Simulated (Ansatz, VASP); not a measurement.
One calculation of TiAl, two programs

```
Ti Al
1.0
     2.86726    0.00000    0.00000
    -1.43363    2.48312    0.00000
     0.00000    0.00000    4.67808
Ti Al
1 1
Direct
  0.94499 0.95973 0.00000
  0.33333 0.66667 0.50000
```

Alike in both runs: task single point; functional r2SCAN; k mesh 18 × 18 × 10; occupations gaussian, width 0.15 eV; no spin polarisation.

|  | VASP | Ansatz |
| --- | --- | --- |
| version | VASP 6.6.1 | Ansatz 0.2.0 |
| potentials or method | VASP PAW PBE potentials, release 64 (Ti_sv, Al), cutoff 520 eV | scalar-relativistic, plane waves, PAW |
| valence electrons in the cell | 15 | 15 |

```csv
,VASP,Ansatz,Ansatz less VASP
gap on the k mesh at the Fermi level (eV),none,none,-
pressure (GPa),-0.8,-0.9,-0.09
"traceless stress, the component that is largest in VASP (GPa)",2.02,2.02,-0.001
rms of the force components (eV/Å),0.193,0.193,-0.0002
```

VASP's potentials were made for PBE, not for r2SCAN. Atom by atom the forces differ by 0.000 eV/Å (rms over components). A gap of «none» marks a metal or a gap that the smearing closes.
